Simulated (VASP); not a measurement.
Runs of VASP 6.6.1 on GaAs. The structure is that of space group F-43m (No. 216), or close to it. The cells are those of the table. 

```csv
task,cell,k mesh,cutoff (eV),smearing,gap on the mesh (eV),pressure (GPa)
single point,"a = 3.981, b = 3.981, c = 4.000 Å, angles 60.2, 60.2, 90.0°, 2 atoms",8 × 8 × 8,520,gaussian 0.01 eV,(a),0.6
single point,"a = 3.921, b = 3.921, c = 3.986 Å, angles 60.5, 60.5, 90.0°, 2 atoms",8 × 8 × 8,520,gaussian 0.01 eV,0.58,2.3
single point,"a = 3.961, b = 3.961, c = 3.998 Å, angles 60.3, 60.3, 90.0°, 2 atoms",8 × 8 × 8,520,gaussian 0.01 eV,0.48,1.0
single point,"a = 4.001 Å, angles 60.0, 60.0, 90.0°, 2 atoms",12 × 12 × 12,520,fermi-dirac 0.05 eV,0.44,0.2
relaxation of cell and atoms,"relaxed from a = 3.998 Å, angles 60.0, 60.0, 90.0°, 2 atoms",12 × 12 × 12,600,fermi-dirac 0.05 eV,(b),0.0
```

Alike in all rows: level PBEsol; potentials or basis VASP PAW PBE potentials, release 64 (Ga_d, As); no spin polarisation.

**Question.** Fill in the values left out.

**Answer.** (a) 0.46; (b) 0.42.

Caveats: the PAW data sets were made with another functional, which shifts forces and pressure a little.

A k mesh can miss the band edges, and the runs leave out spin-orbit coupling on As, Ga.
